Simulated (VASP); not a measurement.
# SiO2 in VASP: further runs

SiO2 is run at these levels: PBE; tasks: single point.

Program: VASP 6.6.1. These are calculated values, not measurements. Logs are shortened: lines on timing, memory, paths and dates and some standing lists are left out, and cuts for length are marked.

## (1) The cell of the first run

The cell holds an amorphous packing of atoms, 21 atoms: a = 6.651 Å, b = 7.206 Å, c = 6.939 Å, α = 92.65°, β = 91.55°, γ = 95.07°.

## (2) Single point, PBE

INCAR reads:

```
ALGO = Normal
EDIFF = 1E-6
ENCUT = 520
GGA = PE
ISIF = 2
ISMEAR = -1
ISYM = 0
LASPH = T
LCHARG = F
LREAL = Auto
LWAVE = F
NBANDS = 72
NELM = 80
PREC = Accurate
SIGMA = 0.2482
```

KPOINTS reads:

```
Automatic mesh
0
Gamma
  1 1 1
  0.25 0.25 0.25
```

POSCAR reads:

```
SiO2
1.0
    6.6428910000     -0.3072380000     -0.0953950000
   -0.3072380000      7.1979710000     -0.1658230000
   -0.0953950000     -0.1658230000      6.9363230000
Si O
7 14
Direct
    0.5379809994      0.1594885238      0.3416447825
    0.2488931454      0.2989728781      0.0249825075
    0.5497172160      0.5727431631      0.4126849720
    0.0573522294      1.0084539198      0.7157528521
    0.5948405456      0.9295120942      0.6850827590
    0.9846595047      1.0559998954      0.2405625667
    0.2262841801      0.7853099020     -0.0200104835
    0.0834411167      0.7847766820      0.7467270323
    0.2244025840      0.1670080692      0.7924910163
    0.4313347649      0.7352105554      0.3208470828
    0.2599636905      0.5382230867      1.0175153324
    0.0778277724      0.8738899571      0.1320740736
    0.4717548737      0.0293336525      0.5169955682
    0.8119317749      1.0475403775      0.7133085526
    0.0626646920      1.0432877590      0.4802775194
    0.4403379245      0.2175994406      0.1344621680
    0.0244094988      0.2607961406      0.1394953122
    0.6605702329      0.6748854294      0.6164432689
    0.7407483060      0.0500500139      0.2745006437
    0.4749126596      0.8482977733     -0.1303766311
    0.6381686715      0.3661700369      0.4090002029
```

Potentials or basis: VASP PAW PBE potentials, release 64 (Si, O).

Started as:

```sh
$ cat potpaw_PBE.64/Si/POTCAR potpaw_PBE.64/O/POTCAR > POTCAR
$ mpirun -np 1 vasp_std > vasp.out
```

OUTCAR:

```text
EDIFF = 1E-6
   ENCUT = 520
   GGA = PE
   ISIF = 2
   ISMEAR = -1
   ISYM = 0
   LASPH = T
   LREAL = Auto
   NELM = 80
   PREC = Accurate

 ion  position               nearest neighbor table
   1  0.538  0.159  0.342-  13 1.62  21 1.62  16 1.65  19 1.69   3 2.99   5 3.00   2 3.14
   2  0.249  0.299  0.025-  16 1.63  17 1.72  11 1.72   9 1.83   6 2.87   4 3.09   1 3.14
   3  0.550  0.573  0.413-  10 1.61  21 1.65  18 1.68   1 2.99   5 3.11
   4  0.057  0.008  0.716-   9 1.58   8 1.66  15 1.67  14 1.68   7 2.77   5 3.08   2 3.09
   5  0.595  0.930  0.685-  14 1.61  20 1.63  13 1.64  18 1.96   1 3.00   4 3.08   3 3.11
   6  0.985  0.056  0.241-  19 1.64  12 1.66  17 1.67  15 1.74   2 2.87
   7  0.226  0.785  0.980-  12 1.61  11 1.84   8 1.85  20 1.87   4 2.77
   8  0.083  0.785  0.747-   4 1.66   7 1.85
   9  0.224  0.167  0.792-   4 1.58   2 1.83
  10  0.431  0.735  0.321-   3 1.61
  11  0.260  0.538  0.018-   2 1.72   7 1.84
  12  0.078  0.874  0.132-   7 1.61   6 1.66
  13  0.472  0.029  0.517-   1 1.62   5 1.64
  14  0.812  0.048  0.713-   5 1.61   4 1.68
  15  0.063  0.043  0.480-   4 1.67   6 1.74
  16  0.440  0.218  0.134-   2 1.63   1 1.65
  17  0.024  0.261  0.139-   6 1.67   2 1.72
  18  0.661  0.675  0.616-   3 1.68   5 1.96
  19  0.741  0.050  0.275-   6 1.64   1 1.69
  20  0.475  0.848  0.870-   5 1.63   7 1.87
  21  0.638  0.366  0.409-   1 1.62   3 1.65

IMPORTANT INFORMATION: All symmetrisations will be switched off!
NOSYMM: (Re-)initialisation of all symmetry stuff for point group C_1.

----------------------------------------------------------------------------------------

                                     Primitive cell

  volume of cell :     330.7500

  direct lattice vectors                    reciprocal lattice vectors
     6.642891000 -0.307238000 -0.095395000     0.150869108  0.006491068  0.002230076
    -0.307238000  7.197971000 -0.165823000     0.006491068  0.139283871  0.003419057
    -0.095395000 -0.165823000  6.936323000     0.002230076  0.003419057  0.144281011

  length of vectors
     6.650676374  7.206433166  6.938960602     0.151025147  0.139476953  0.144338745

  position of ions in fractional coordinates (direct lattice)
     0.537980999  0.159488524  0.341644782
     0.248893145  0.298972878  0.024982507
     0.549717216  0.572743163  0.412684972
     0.057352229  0.008453920  0.715752852
     0.594840546  0.929512094  0.685082759
     0.984659505  0.055999895  0.240562567
[... 13 lines left out ...]
     0.474912660  0.848297773  0.869623369
     0.638168671  0.366170037  0.409000203

  ion indices of the primitive-cell ions
   primitive index   ion index
                 1           1
                 2           2
                 3           3
                 4           4
                 5           5
                 6           6
[... 13 lines left out ...]
                20          20
                21          21

----------------------------------------------------------------------------------------

 KPOINTS: Automatic mesh

Automatic generation of k-mesh.
 Grid dimensions read from file:
 generate k-points for:    1    1    1

 Generating k-lattice:

  Cartesian coordinates                     Fractional coordinates (reciprocal lattice)
     0.150869108  0.006491068  0.002230076     1.000000000  0.000000000  0.000000000
     0.006491068  0.139283871  0.003419057     0.000000000  1.000000000  0.000000000
     0.002230076  0.003419057  0.144281011     0.000000000 -0.000000000  1.000000000

  Length of vectors
     0.151025147  0.139476953  0.144338745

  Shift w.r.t. Gamma in fractional coordinates (k-lattice)
     0.250000000  0.250000000  0.250000000

 Subroutine IBZKPT returns following result:
 ===========================================

 Found      1 irreducible k-points:

 Following reciprocal coordinates:
            Coordinates               Weight
  0.250000  0.250000  0.250000      2.000000
   k-points           NKPTS =      1   k-points in BZ     NKDIM =      1   number of bands    NBANDS=     72
   number of dos      NEDOS =    301   number of ions     NIONS =     21
   total plane-waves  NPLWV = 145800
   dimension x,y,z NGX =    50 NGY =   54 NGZ =   54
   dimension x,y,z NGXF=   100 NGYF=  108 NGZF=  108
   ions per type =               7  14
   NGX,Y,Z   is equivalent  to a cutoff of  12.50, 12.46, 12.94 a.u.
   NGXF,Y,Z  is equivalent  to a cutoff of  25.00, 24.91, 25.88 a.u.
 SYSTEM =  unknown system
   PREC   = accura    normal or accurate (medium, high low for compatibility)
   ISTART =      0    job   : 0-new  1-cont  2-samecut
   ICHARG =      2    charge: 1-file 2-atom 10-const
   ISPIN  =      1    spin polarized calculation?
   LNONCOLLINEAR =      F non collinear calculations
   LSORBIT =      F    spin-orbit coupling
   LASPH  =      T    aspherical Exc in radial PAW
   ENCUT  =  520.0 eV  38.22 Ry    6.18 a.u.  12.37 13.40 12.90*2*pi/ulx,y,z
   NELM   =     80;   NELMIN=  2; NELMDL= -5     # of ELM steps
   EDIFF  = 0.1E-05   stopping-criterion for ELM
   LREAL  =      T    real-space projection
   EDIFFG = 0.1E-04   stopping-criterion for IOM
   NSW    =      0    number of steps for IOM
   IBRION =     -1    ionic relax: 0-MD 1-quasi-New 2-CG
   NFREE  =      0    steps in history (QN), initial steepest desc. (CG)
   ISIF   =      2    stress and relaxation
   ISYM   =      0    0-nonsym 1-usesym 2-fastsym
   POTIM  = 0.5000    time-step for ionic-motion
   TEBEG  =    0.0;   TEEND  =   0.0 temperature during run
   PSTRESS=    0.0 pullay stress
   NELECT =     112.0000    total number of electrons
   NUPDOWN=      -1.0000    fix difference up-down
   EMIN   =  10.00;   EMAX   =-10.00  energy-range for DOS
   EFERMI =   0.00;   METHOD = LEGACY
   ISMEAR =    -1;   SIGMA  =   0.25  broadening in eV -4-tet -1-fermi 0-gaus
   EFERMI_NEDOS =   21; number of points for ismear=-14 and -15
   IALGO  =     38    algorithm
   IMIX   =      4    mixing-type and parameters
     AMIX     =   0.40;   BMIX     =  1.00
     AMIX_MAG =   1.60;   BMIX_MAG =  1.00
  volume/ion in A,a.u.               =      15.75       106.29
  Fermi-wavevector in a.u.,A,eV,Ry     =   1.141075  2.156319 17.715498  1.302052
  Thomas-Fermi vector in A             =   2.277776
   LORBIT       =      0    0 simple, 1 ext, 2 COOP (PROOUT), +10 PAW based schemes
   GGA     = PE    functional components
   LHFCALC =     F    Hartree Fock is set to
   AEXX    =    0.0000 exact exchange contribution
   IVDW    =     0    specifies the selected vdW correction
   LEPSILON=     F    determine dielectric tensor
   LRPA    =     F    only Hartree local field effects (RPA)
 non-spin polarized calculation
  energy-cutoff  :      520.00
  volume of cell :      330.75
 maximum number of plane-waves:      8893
 NGX is ok and might be reduce to    50
   NGX = 25   NGY = 27   NGZ = 25

 number of electron     112.0000000 magnetization

 Free energy of the ion-electron system (eV)
  ---------------------------------------------------
  ext. energy  EPLUGINS =         0.00000000
  ---------------------------------------------------
  free energy    TOTEN  =      -154.40509091 eV

  energy without entropy =     -154.38250142  energy(sigma->0) =     -154.39379617

 E-fermi :   2.2058     XC(G=0):  -8.0949

 val. band max:        0.6821272066   @ k =   0.2500   0.2500   0.2500
 cond. band min:       3.6546795132   @ k =   0.2500   0.2500   0.2500
 fundamental gap:      2.9725523066
 Fermi energy:         2.2057939772

 k-point     1 :       0.2500    0.2500    0.2500
  band No.  band energies     occupation
      1     -20.0153      2.00000
      2     -19.6810      2.00000
      3     -19.1990      2.00000
      4     -18.8497      2.00000
      5     -18.6695      2.00000
      6     -18.5565      2.00000
[... 60 lines left out ...]
     67       7.7576      0.00000
     68       8.0923      0.00000
 [bands above 68 left out]

------------------------ aborting loop because EDIFF is reached ----------------------------------------

  FORCE on cell =-STRESS in cart. coord.  units (eV):
  Direction    XX          YY          ZZ          XY          YZ          ZX
  --------------------------------------------------------------------------------------
  -------------------------------------------------------------------------------------
  Total       -8.0852026    -25.4639437    -15.0927455      9.7330636      7.6835434      0.8963992
  in kB      -39.1653184   -123.3492236    -73.1103737     47.1476791     37.2196519      4.3422238
  external PRESSURE =     -78.5416386 kB  Pullay stress =       0.0000000 kB

 VOLUME and BASIS-vectors are now :
 -----------------------------------------------------------------------------
  energy-cutoff  :      520.00
  volume of cell :      330.75
      direct lattice vectors                 reciprocal lattice vectors
     6.642891000 -0.307238000 -0.095395000     0.150869108  0.006491068  0.002230076
    -0.307238000  7.197971000 -0.165823000     0.006491068  0.139283871  0.003419057
    -0.095395000 -0.165823000  6.936323000     0.002230076  0.003419057  0.144281011

 POSITION                                       TOTAL-FORCE (eV/Angst)
 -----------------------------------------------------------------------------------
      3.49216      0.92605      2.29199         3.982637     -1.897184     -1.082066
      1.55913      2.07139      0.09997        -2.204227      2.719105     -1.997479
      3.43637      3.88526      2.71510         0.953318      3.730398      2.382282
      0.31011     -0.07546      4.95782        -2.595256     -1.139209     -4.915052
      3.60053      6.39424      4.54108         0.644086     -3.970520     -0.456073
      6.50083      0.06067      1.56540        -1.757466      0.179047      4.772437
[... 13 lines left out ...]
      2.81121      5.81591      5.84602        -2.714903      0.669471      2.100775
      4.08777      2.37179      2.71536        -1.017590      1.951955      0.597996
 -----------------------------------------------------------------------------------
    total drift:                                0.006849      0.004243      0.013567

  FREE ENERGIE OF THE ION-ELECTRON SYSTEM (eV)
  ---------------------------------------------------
  free  energy   TOTEN  =      -154.4050909078 eV

  energy  without entropy=     -154.3825014229  energy(sigma->0) =     -154.39379617
```

Run time: 40 s. Hardware: 1 thread of Intel Xeon Platinum 8559C (Emerald Rapids), shared host; peak memory 0.34 GiB.

What came out:

```
Free energy            : -154.4051 eV
Pressure               : -7.9 GPa
Largest force          : 6.727 eV/Å
Band gap on the k mesh : 2.97 eV
```

Forces on the atoms (eV/Å):
```
Si   3.983 -1.897 -1.082
Si  -2.204  2.719 -1.997
Si   0.953  3.730  2.382
Si  -2.595 -1.139 -4.915
Si   0.644 -3.971 -0.456
Si  -1.757  0.179  4.772
Si   2.688 -4.714 -3.977
O    1.586  1.155  3.470
O    0.834  2.772  4.479
O    0.488 -2.841 -0.771
O   -0.419 -0.212 -0.996
O    0.173  0.874 -0.188
O   -0.780  0.981  0.582
O   -0.124  0.003  2.142
O    0.842  0.306 -3.342
O   -1.685 -0.650 -0.048
O    2.549 -1.442 -0.582
O   -1.132  1.665 -1.207
O   -0.311 -0.141 -0.966
O   -2.715  0.669  2.101
O   -1.018  1.952  0.598
```

Caveat: the k points lie up to 0.95 Å⁻¹ apart.

## (3) Single point, PBE

INCAR reads:

```
SYSTEM = SiO2
PREC = Accurate
ENCUT = 520
EDIFF = 1E-6
ISMEAR = -1
SIGMA = 0.2482
LREAL = Auto
LASPH = .TRUE.
NELM = 60
ALGO = Normal
ISIF = 2
LWAVE = .FALSE.
LCHARG = .FALSE.
GGA = PE
ISYM = 0
NBANDS = 72
```

KPOINTS is that of step 2.

POSCAR reads:

```
SiO2
1.0
    6.6428910000     -0.3072380000     -0.0953950000
   -0.3072380000      7.1979710000     -0.1658230000
   -0.0953950000     -0.1658230000      6.9363230000
Si O
7 14
Direct
    0.6352188382      0.1595467989      0.3295734974
    0.2995074274      0.2990001948      0.0275273542
    0.5954760275      0.5338283573      0.4187849175
    0.0438346807      0.9964195873      0.6887682270
    0.6014978223      0.9048436061      0.6505071586
    1.0322761575      1.0859615950      0.2496915720
    0.2630429579      0.7683229051     -0.0905109823
    0.1020136767      0.7818025943      0.7196946345
    0.2014496726      0.1647504888      0.7908025206
    0.4158742965      0.5698937379      0.2509314831
    0.2982341282      0.5170462872      0.9647836773
    0.0909295887      0.9169585285      0.0548649540
    0.5140731892     -0.0010399972      0.4662580673
    0.8031607776      1.0306614649      0.7329853149
    0.0974535176      1.0643790429      0.4895162905
    0.5047616348      0.2040526466      0.1084836099
    0.1012465783      0.2910891214      0.1500953299
    0.7083016277      0.7015915625      0.5907114550
    0.7990926967      0.1381849579      0.1854186566
    0.4675663420      0.9093106040     -0.1474451084
    0.6993067586      0.3643494396      0.4944554752
```

Potentials or basis: VASP PAW PBE potentials, release 64 (Si, O).

Started as:

```sh
$ cat potpaw_PBE.64/Si/POTCAR potpaw_PBE.64/O/POTCAR > POTCAR
$ mpirun -np 1 vasp_std > vasp.out
```

OUTCAR:

```text
SYSTEM = SiO2
   PREC = Accurate
   ENCUT = 520
   EDIFF = 1E-6
   ISMEAR = -1
   LREAL = Auto
   LASPH = .TRUE.
   NELM = 60
   ISIF = 2
   GGA = PE
   ISYM = 0

 ion  position               nearest neighbor table
   1  0.635  0.160  0.330-  19 1.51  13 1.69  16 1.80  21 1.84   3 2.78   6 2.80   5 2.95
   2  0.300  0.299  0.028-  17 1.59  11 1.65  16 1.68   9 1.93  10 2.49   6 2.79
   3  0.595  0.534  0.419-  21 1.56  10 1.69  18 1.76   1 2.78   5 3.05
   4  0.044  0.996  0.689-  15 1.53   8 1.65   9 1.65  14 1.68   7 2.78   5 2.96   6 3.14
   5  0.601  0.905  0.651-  13 1.59  14 1.63  20 1.68  18 1.72   1 2.95   4 2.96   7 3.04   3 3.05

   6  0.032  0.086  0.250-  19 1.68  17 1.69  15 1.73  12 1.85   2 2.79   1 2.80   4 3.14
   7  0.263  0.768  0.909-   8 1.69  20 1.69  11 1.90  12 1.91   4 2.78   5 3.04
   8  0.102  0.782  0.720-   4 1.65   7 1.69
   9  0.201  0.165  0.791-   4 1.65   2 1.93
  10  0.416  0.570  0.251-   3 1.69   2 2.49
  11  0.298  0.517  0.965-   2 1.65   7 1.90
  12  0.091  0.917  0.055-   6 1.85   7 1.91
  13  0.514  0.999  0.466-   5 1.59   1 1.69
  14  0.803  0.031  0.733-   5 1.63   4 1.68
  15  0.097  0.064  0.490-   4 1.53   6 1.73
  16  0.505  0.204  0.108-   2 1.68   1 1.80
  17  0.101  0.291  0.150-   2 1.59   6 1.69
[... 174 lines left out ...]
      2     -19.5791      2.00000
      3     -19.3636      2.00000
      4     -19.1461      2.00000
      5     -18.6401      2.00000
      6     -18.3577      2.00000
[... 60 lines left out ...]
     67       7.9566      0.00000
     68       8.2250      0.00000
 [bands above 68 left out]

------------------------ aborting loop because EDIFF is reached ----------------------------------------

  FORCE on cell =-STRESS in cart. coord.  units (eV):
  Direction    XX          YY          ZZ          XY          YZ          ZX
  --------------------------------------------------------------------------------------
  -------------------------------------------------------------------------------------
  Total        5.2839252    -20.4095920    -13.5903206      4.9018270     -5.3208054    -10.5844093
  in kB       25.5957237    -98.8655707    -65.8325169     23.7448120    -25.7743744    -51.2716601
  external PRESSURE =     -46.3674546 kB  Pullay stress =       0.0000000 kB

 VOLUME and BASIS-vectors are now :
 -----------------------------------------------------------------------------
  energy-cutoff  :      520.00
  volume of cell :      330.75
      direct lattice vectors                 reciprocal lattice vectors
     6.642891000 -0.307238000 -0.095395000     0.150869108  0.006491068  0.002230076
    -0.307238000  7.197971000 -0.165823000     0.006491068  0.139283871  0.003419057
    -0.095395000 -0.165823000  6.936323000     0.002230076  0.003419057  0.144281011

 POSITION                                       TOTAL-FORCE (eV/Angst)
 -----------------------------------------------------------------------------------
      4.13923      0.89860      2.19898        -5.497567      2.087515      1.374655
      1.89511      2.05561      0.11279        -0.018764      0.252530     -3.662408
      3.75172      3.59008      2.75950        -2.902506      5.197859     -0.603162
     -0.08065      7.04452      4.60811        -0.576996      1.096641      5.361807
      3.65563      6.22037      4.30470         2.027956     -1.392541      2.875160
      0.16418      0.56743      1.71461         1.507551     -0.474706     -2.268861
[... 13 lines left out ...]
      2.74529      6.26016      5.71821        -0.579762     -2.586680     -0.531443
      4.48631      2.32573      3.30257        -0.072074     -4.408004     -1.914064
 -----------------------------------------------------------------------------------
    total drift:                                0.003030     -0.001465      0.003498

  FREE ENERGIE OF THE ION-ELECTRON SYSTEM (eV)
  ---------------------------------------------------
  free  energy   TOTEN  =      -151.3760124957 eV

  energy  without entropy=     -151.3489996805  energy(sigma->0) =     -151.36250609
```

Wall time 41 s (1 thread of Intel Xeon Platinum 8559C (Emerald Rapids), shared host); peak memory 0.34 GiB.

Results:

| Item | Value |
| --- | --- |
| Free energy | -151.3760 eV |
| Pressure | -4.6 GPa |
| Largest force | 9.254 eV/Å |
| Band gap on the k mesh | 2.90 eV |

Forces in eV/Å, atoms in the order of the input:
```
Si  -5.498  2.088  1.375
Si  -0.019  0.253 -3.662
Si  -2.903  5.198 -0.603
Si  -0.577  1.097  5.362
Si   2.028 -1.393  2.875
Si   1.508 -0.475 -2.269
Si  -1.630 -1.139  1.013
O    1.005 -0.761  0.519
O    1.221  1.469  3.234
O    4.219 -0.807  5.056
O   -0.634  4.170 -3.878
O    1.281 -0.501  2.348
O    0.303  1.802 -2.556
O    1.252 -0.126 -0.486
O   -0.620  0.980 -9.181
O   -2.650  0.951  1.828
O    0.415 -1.833  2.820
O   -2.868 -0.212 -1.833
O    4.819 -3.766  0.486
O   -0.580 -2.587 -0.531
O   -0.072 -4.408 -1.914
```

Stress tensor (GPa, compression positive):
```
 2.56  2.37 -5.13
 2.37 -9.89 -2.58
-5.13 -2.58 -6.58
```

Caveat: the k points lie up to 0.95 Å⁻¹ apart.
